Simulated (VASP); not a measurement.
# I (Im-3m) in VASP: a series of runs

Runs on I. Level: PBE. Tasks: single point.

Program: VASP 6.6.1. These are calculated values, not measurements. Logs are shortened: lines on timing, memory, paths and dates and some standing lists are left out, and cuts for length are marked.

**1. The cell of the first run**

Symmetry: Im-3m, No. 229, cubic system. Conventional cell: a = 3.785 Å, b = 3.785 Å, c = 3.785 Å, α = 90.00°, β = 90.00°, γ = 90.00°. Within 4.3 Å of I (site symmetry m-3m) lie 14 I at 3.28 to 3.78 Å.

**2. Single point, PBE (volume scaled by 0.75)**

INCAR reads:

```
PREC = Accurate
ENCUT = 520
EDIFF = 1E-6
ISMEAR = -1
SIGMA = 0.1
LREAL = F
LASPH = T
NELM = 100
ALGO = Normal
ISIF = 2
LWAVE = F
LCHARG = T
GGA = PE
LELF = T
LVHAR = T
NBANDS = 10
```

KPOINTS reads:

```
regular mesh
0
Gamma
  13 13 13
```

POSCAR reads:

```
I
1.0
   -1.8924906588      1.8924906588      1.8924906588
    1.8924906588     -1.8924906588      1.8924906588
    1.8924906588      1.8924906588     -1.8924906588
I
1
Direct
    0.0000000000      0.0000000000      0.0000000000
```

Potentials or basis: VASP PAW PBE potentials, release 64 (I).

Launch:

```bash
$ cat potpaw_PBE.64/I/POTCAR > POTCAR
$ mpirun -np 1 vasp_std > vasp.out
```

OUTCAR:

```text
PREC = Accurate
   ENCUT = 520
   EDIFF = 1E-6
   ISMEAR = -1
   LREAL = F
   LASPH = T
   NELM = 100
   ISIF = 2
   GGA = PE

 ion  position               nearest neighbor table
   1  0.000  0.000  0.000-

  LATTYP: Found a body centered cubic cell.
 ALAT       =     3.7849813176

  Lattice vectors:

 A1 = (  -1.8924906588,   1.8924906588,   1.8924906588)
 A2 = (   1.8924906588,  -1.8924906588,   1.8924906588)
 A3 = (   1.8924906588,   1.8924906588,  -1.8924906588)

Analysis of symmetry for initial positions (statically):
=====================================================================
 Subroutine PRICEL returns:
 Original cell was already a primitive cell.

 Routine SETGRP: Setting up the symmetry group for a
 body centered cubic supercell.

 Subroutine GETGRP returns: Found 48 space group operations
[... 9 lines left out ...]

 Routine SETGRP: Setting up the symmetry group for a
 body centered cubic supercell.

 Subroutine GETGRP returns: Found 48 space group operations
[... 11 lines left out ...]
                                     Primitive cell

  volume of cell :      27.1120

  direct lattice vectors                    reciprocal lattice vectors
    -1.892490659  1.892490659  1.892490659     0.000000000  0.264202097  0.264202097
     1.892490659 -1.892490659  1.892490659     0.264202097  0.000000000  0.264202097
     1.892490659  1.892490659 -1.892490659     0.264202097  0.264202097  0.000000000

  length of vectors
     3.277889974  3.277889974  3.277889974     0.373638188  0.373638188  0.373638188

  position of ions in fractional coordinates (direct lattice)
     0.000000000  0.000000000  0.000000000

  ion indices of the primitive-cell ions
   primitive index   ion index
                 1           1

----------------------------------------------------------------------------------------

 KPOINTS: regular mesh

Automatic generation of k-mesh.
 Grid dimensions read from file:
 generate k-points for:   13   13   13

 Generating k-lattice:

  Cartesian coordinates                     Fractional coordinates (reciprocal lattice)
     0.000000000  0.020323238  0.020323238     0.076923077  0.000000000  0.000000000
     0.020323238  0.000000000  0.020323238     0.000000000  0.076923077  0.000000000
     0.020323238  0.020323238  0.000000000     0.000000000  0.000000000  0.076923077

  Length of vectors
[... 49 lines left out ...]
   ISPIN  =      1    spin polarized calculation?
   LNONCOLLINEAR =      F non collinear calculations
   LSORBIT =      F    spin-orbit coupling
   LASPH  =      T    aspherical Exc in radial PAW
   ENCUT  =  520.0 eV  38.22 Ry    6.18 a.u.   6.09  6.09  6.09*2*pi/ulx,y,z
   NELM   =    100;   NELMIN=  2; NELMDL= -5     # of ELM steps
   EDIFF  = 0.1E-05   stopping-criterion for ELM
   LREAL  =      F    real-space projection
   EDIFFG = 0.1E-04   stopping-criterion for IOM
   NSW    =      0    number of steps for IOM
   IBRION =     -1    ionic relax: 0-MD 1-quasi-New 2-CG
   NFREE  =      0    steps in history (QN), initial steepest desc. (CG)
   ISIF   =      2    stress and relaxation
   ISYM   =      2    0-nonsym 1-usesym 2-fastsym
   POTIM  = 0.5000    time-step for ionic-motion
   TEBEG  =    0.0;   TEEND  =   0.0 temperature during run
   PSTRESS=    0.0 pullay stress
   NELECT =       7.0000    total number of electrons
   NUPDOWN=      -1.0000    fix difference up-down
   EMIN   =  10.00;   EMAX   =-10.00  energy-range for DOS
   EFERMI =   0.00;   METHOD = LEGACY
   ISMEAR =    -1;   SIGMA  =   0.10  broadening in eV -4-tet -1-fermi 0-gaus
   EFERMI_NEDOS =   21; number of points for ismear=-14 and -15
   IALGO  =     38    algorithm
   IMIX   =      4    mixing-type and parameters
     AMIX     =   0.40;   BMIX     =  1.00
     AMIX_MAG =   1.60;   BMIX_MAG =  1.00
  volume/ion in A,a.u.               =      27.11       182.96
  Fermi-wavevector in a.u.,A,eV,Ry     =   1.042446  1.969938 14.785379  1.086695
  Thomas-Fermi vector in A             =   2.177112
   LORBIT       =      0    0 simple, 1 ext, 2 COOP (PROOUT), +10 PAW based schemes
   GGA     = PE    functional components
   LHFCALC =     F    Hartree Fock is set to
   AEXX    =    0.0000 exact exchange contribution
   IVDW    =     0    specifies the selected vdW correction
   LEPSILON=     F    determine dielectric tensor
   LRPA    =     F    only Hartree local field effects (RPA)
 non-spin polarized calculation
  energy-cutoff  :      520.00
  volume of cell :       27.11
 maximum number of plane-waves:       742
   NGX = 13   NGY = 13   NGZ = 13

 number of electron       6.9999998 magnetization

 Free energy of the ion-electron system (eV)
  ---------------------------------------------------
  ext. energy  EPLUGINS =         0.00000000
  ---------------------------------------------------
  free energy    TOTEN  =        -0.79752726 eV

  energy without entropy =       -0.75965102  energy(sigma->0) =       -0.77858914

 E-fermi :   8.3449     XC(G=0): -10.3056

 val. band max:        8.2113505721   @ k =  -0.1538   0.1538   0.1538
 cond. band min:       8.3581712587   @ k =   0.3846   0.1538   0.0000
 fundamental gap:      0.1468206866
 Fermi energy:         8.3448624973

 k-point     1 :       0.0000    0.0000    0.0000
  band No.  band energies     occupation
      1      -7.2451      2.00000
      2       9.7847      0.00000
      3       9.7847      0.00000
      4       9.7847      0.00000
      5      17.2397      0.00000
      6      18.0606      0.00000
      7      18.0606      0.00000
      8      18.0606      0.00000
      9      20.6258      0.00000
     10      20.6260      0.00000
[... 287 lines left out ...]
 k-point    24 :       0.2308    0.0769    0.0769
  band No.  band energies     occupation
      1      -5.5950      2.00000
      2       3.9869      2.00000
      3       7.2040      1.99998
      4       8.4234      0.62648
      5      15.6537      0.00000
      6      16.1032      0.00000
      7      20.3784      0.00000
      8      20.4126      0.00000
      9      21.4117      0.00000
     10      24.4770      0.00000

 [... further k-points ...]
[... 5 lines left out ...]
  --------------------------------------------------------------------------------------
  -------------------------------------------------------------------------------------
  Total        2.3403130      2.3403130      2.3403130      0.0000000      0.0000000     -0.0000000
  in kB      138.3003590    138.3003590    138.3003590      0.0000000      0.0000000     -0.0000000
  external PRESSURE =     138.3003590 kB  Pullay stress =       0.0000000 kB

 VOLUME and BASIS-vectors are now :
 -----------------------------------------------------------------------------
  energy-cutoff  :      520.00
  volume of cell :       27.11
      direct lattice vectors                 reciprocal lattice vectors
    -1.892490659  1.892490659  1.892490659     0.000000000  0.264202097  0.264202097
     1.892490659 -1.892490659  1.892490659     0.264202097  0.000000000  0.264202097
     1.892490659  1.892490659 -1.892490659     0.264202097  0.264202097  0.000000000

 POSITION                                       TOTAL-FORCE (eV/Angst)
 -----------------------------------------------------------------------------------
      0.00000      0.00000      0.00000        -0.000000      0.000000      0.000000
 -----------------------------------------------------------------------------------
    total drift:                                0.000000     -0.000000     -0.000000

  FREE ENERGIE OF THE ION-ELECTRON SYSTEM (eV)
  ---------------------------------------------------
  free  energy   TOTEN  =        -0.7975272591 eV

  energy  without entropy=       -0.7596510187  energy(sigma->0) =       -0.77858914
```

stdout:

```text
POSCAR found type information on POSCAR I
 POSCAR found :  1 types and       1 ions
 scaLAPACK will be used
 LDA part: xc-table for (Slater+PW92), standard interpolation
 POSCAR, INCAR and KPOINTS ok, starting setup
 FFT: planning ... GRIDC
 FFT: planning ... GRID_SOFT
 FFT: planning ... GRID
 WAVECAR not read
 entering main loop
```

Wall time 8.3 s (1 thread of AMD EPYC 9R45 (Zen 5), shared host); peak memory 0.12 GiB.

Results:

```yaml
Free_energy: -0.7975 eV
Pressure: 13.8 GPa
```

Caveat: spin-orbit coupling is left out, which moves the levels of the heavy elements; an odd number of electrons without spin polarisation forces a metal; a magnetic or distorted state may lie lower.

**3. Single point, PBE (volume scaled by 0.85)**

INCAR reads:

```
PREC = Accurate ; ENCUT = 520
EDIFF = 1E-7 ; ISMEAR = -1
SIGMA = 0.1 ; LREAL = False
LASPH = True ; NELM = 80
ALGO = Normal ; ISIF = 2
LWAVE = False ; LCHARG = False
GGA = PE ; NBANDS = 10
```

KPOINTS is that of step 2.

POSCAR reads:

```
I
1.0
   -1.9731175766      1.9731175766      1.9731175766
    1.9731175766     -1.9731175766      1.9731175766
    1.9731175766      1.9731175766     -1.9731175766
I
1
Direct
    0.0000000000      0.0000000000      0.0000000000
```

Potentials or basis: VASP PAW PBE potentials, release 64 (I).

Launch:

```bash
$ cat potpaw_PBE.64/I/POTCAR > POTCAR
$ mpirun -np 1 vasp_std > vasp.out
```

Run time: 13 s. Hardware: 1 thread of AMD EPYC 9R45 (Zen 5), shared host; peak memory 0.14 GiB.

It converged, with:

```
Free energy : -1.0068 eV
Pressure    : 5.6 GPa
```

Levels at points of the mesh, in eV from the Fermi level:
```csv
k point,band 1,band 2,band 3,band 4,band 5,band 6,band 7,band 8
"(0.00, 0.00, 0.00)",-14.50,1.11,1.11,1.11,7.86,9.74,9.74,9.74
```

Caveat: spin-orbit coupling is left out, which moves the levels of the heavy elements; an odd number of electrons without spin polarisation forces a metal; a magnetic or distorted state may lie lower.

**4. Single point, PBE (volume scaled by 0.95)**

INCAR reads:

```
SYSTEM = I
PREC     = Accurate       ! precision mode
ENCUT    = 520            ! plane-wave cutoff, eV
EDIFF    = 1E-7           ! SCF threshold, eV
ISMEAR   = -1             ! smearing method
SIGMA    = 0.1            ! smearing width, eV
LREAL    = .FALSE.        ! projectors in reciprocal space
LASPH    = .TRUE.         ! aspherical terms in the spheres
NELM     = 80             ! most SCF steps
ALGO     = Normal         ! electronic algorithm
ISIF     = 2              ! what is computed and relaxed
LWAVE    = .FALSE.        ! write WAVECAR
LCHARG   = .FALSE.        ! write CHGCAR
GGA      = PE             ! functional
NBANDS   = 10             ! bands
```

KPOINTS reads:

```
regular mesh
0
G
  13 13 13
  0 0 0
```

POSCAR reads:

```
I
1.0
   -2.0476443396      2.0476443396      2.0476443396
    2.0476443396     -2.0476443396      2.0476443396
    2.0476443396      2.0476443396     -2.0476443396
I
1
Direct
    0.0000000000      0.0000000000      0.0000000000
```

Potentials or basis: VASP PAW PBE potentials, release 64 (I).

Launch:

```bash
$ cat potpaw_PBE.64/I/POTCAR > POTCAR
$ mpirun -np 1 vasp_std > vasp.out
```

OUTCAR:

```text
SYSTEM = I
   PREC = Accurate
   ENCUT = 520
   EDIFF = 1E-7
   ISMEAR = -1
   LREAL = .FALSE.
   LASPH = .TRUE.
   NELM = 80
   ISIF = 2
   GGA = PE

 ion  position               nearest neighbor table
   1  0.000  0.000  0.000-

  LATTYP: Found a body centered cubic cell.
 ALAT       =     4.0952886792

  Lattice vectors:

 A1 = (  -2.0476443396,   2.0476443396,   2.0476443396)
 A2 = (   2.0476443396,  -2.0476443396,   2.0476443396)
 A3 = (   2.0476443396,   2.0476443396,  -2.0476443396)

Analysis of symmetry for initial positions (statically):
=====================================================================
 Subroutine PRICEL returns:
 Original cell was already a primitive cell.

 Routine SETGRP: Setting up the symmetry group for a
 body centered cubic supercell.

 Subroutine GETGRP returns: Found 48 space group operations
[... 9 lines left out ...]

 Routine SETGRP: Setting up the symmetry group for a
 body centered cubic supercell.

 Subroutine GETGRP returns: Found 48 space group operations
[... 11 lines left out ...]
                                     Primitive cell

  volume of cell :      34.3418

[... 129 lines left out ...]
  free energy    TOTEN  =        -1.07939757 eV

  energy without entropy =       -1.02487948  energy(sigma->0) =       -1.05213853

 E-fermi :   4.8790     XC(G=0):  -9.1959

 val. band max:        4.8674806203   @ k =   0.2308   0.0000   0.0000
 cond. band min:       4.8861619022   @ k =  -0.3846  -0.4615   0.0769
 fundamental gap:      0.0186812819
 Fermi energy:         4.8790474251

 k-point     1 :       0.0000    0.0000    0.0000
  band No.  band energies     occupation
      1      -8.8035      2.00000
      2       5.7616      0.00029
      3       5.7616      0.00029
      4       5.7616      0.00029
      5      12.0242      0.00000
      6      14.6288      0.00000
      7      14.6288      0.00000
      8      14.6288      0.00000
      9      16.9348      0.00000
     10      16.9348      0.00000
[... 287 lines left out ...]
 k-point    24 :       0.2308    0.0769    0.0769
  band No.  band energies     occupation
      1      -7.7538      2.00000
      2       1.6367      2.00000
      3       4.1655      1.99841
      4       5.0286      0.36625
      5      12.1761      0.00000
      6      12.7969      0.00000
      7      15.7907      0.00000
      8      16.9519      0.00000
      9      17.3403      0.00000
     10      20.5986      0.00000

 [... further k-points ...]
[... 5 lines left out ...]
  --------------------------------------------------------------------------------------
  -------------------------------------------------------------------------------------
  Total        0.2759772      0.2759772      0.2759772      0.0000000      0.0000000      0.0000000
  in kB       12.8753849     12.8753849     12.8753849      0.0000000      0.0000000      0.0000000
  external PRESSURE =      12.8753849 kB  Pullay stress =       0.0000000 kB

 VOLUME and BASIS-vectors are now :
 -----------------------------------------------------------------------------
  energy-cutoff  :      520.00
  volume of cell :       34.34
      direct lattice vectors                 reciprocal lattice vectors
    -2.047644340  2.047644340  2.047644340     0.000000000  0.244183030  0.244183030
     2.047644340 -2.047644340  2.047644340     0.244183030  0.000000000  0.244183030
     2.047644340  2.047644340 -2.047644340     0.244183030  0.244183030  0.000000000

 POSITION                                       TOTAL-FORCE (eV/Angst)
 -----------------------------------------------------------------------------------
      0.00000      0.00000      0.00000         0.000000     -0.000000      0.000000
 -----------------------------------------------------------------------------------
    total drift:                                0.000000      0.000000     -0.000000

  FREE ENERGIE OF THE ION-ELECTRON SYSTEM (eV)
  ---------------------------------------------------
  free  energy   TOTEN  =        -1.0793975722 eV

  energy  without entropy=       -1.0248794780  energy(sigma->0) =       -1.05213853
```

OSZICAR:

```text
N       E                     dE             d eps       ncg     rms          rms(c)
DAV:   1     0.196296361987E+02    0.19630E+02   -0.24588E+03  1680   0.494E+02
DAV:   2    -0.350333143573E+00   -0.19980E+02   -0.19564E+02  2170   0.839E+01
DAV:   3    -0.107254588545E+01   -0.72221E+00   -0.70730E+00  2154   0.161E+01
DAV:   4    -0.107798475227E+01   -0.54389E-02   -0.54361E-02  2012   0.171E+00
DAV:   5    -0.107805293612E+01   -0.68184E-04   -0.68182E-04  2104   0.180E-01    0.394E+00
DAV:   6    -0.107861059737E+01   -0.55766E-03   -0.11959E-03  1984   0.182E-01    0.240E+00
DAV:   7    -0.107939196863E+01   -0.78137E-03   -0.23725E-03  1890   0.264E-01    0.904E-02
DAV:   8    -0.107939719206E+01   -0.52234E-05   -0.96040E-05  1948   0.497E-02    0.167E-02
DAV:   9    -0.107939813053E+01   -0.93848E-06   -0.25917E-06  2174   0.108E-02    0.583E-03
DAV:  10    -0.107939761492E+01    0.51562E-06   -0.76541E-07  1908   0.370E-03    0.501E-03
DAV:  11    -0.107939757225E+01    0.42673E-07   -0.16837E-07  1888   0.269E-03
   1 F= -.10793976E+01 E0= -.10521385E+01  d E =-.545181E-01
```

Run time: 14 s. Hardware: 1 thread of AMD EPYC 9R45 (Zen 5), shared host; peak memory 0.14 GiB.

Results:

```yaml
Free_energy: -1.0794 eV
Pressure: 1.3 GPa
```

Caveat: spin-orbit coupling is left out, which moves the levels of the heavy elements; an odd number of electrons without spin polarisation forces a metal; a magnetic or distorted state may lie lower.

**5. Summary**

```csv
cell,gap on the mesh (eV),pressure (GPa)
"a = 3.278 Å, angles 109.5°, 1 atom",none,13.8
"a = 3.418 Å, angles 109.5°, 1 atom",none,5.6
"a = 3.547 Å, angles 109.5°, 1 atom",none,1.3
```

Alike in all rows: task single point; level PBE; potentials or basis VASP PAW PBE potentials, release 64 (I); no spin polarisation; k mesh 13 × 13 × 13; cutoff (eV) 520; smearing fermi-dirac 0.1 eV.

Caveats: spin-orbit coupling is left out, which moves the levels of the heavy elements; an odd number of electrons without spin polarisation forces a metal; a magnetic or distorted state may lie lower.

Absolute energies hang on the potentials; compare differences alone.
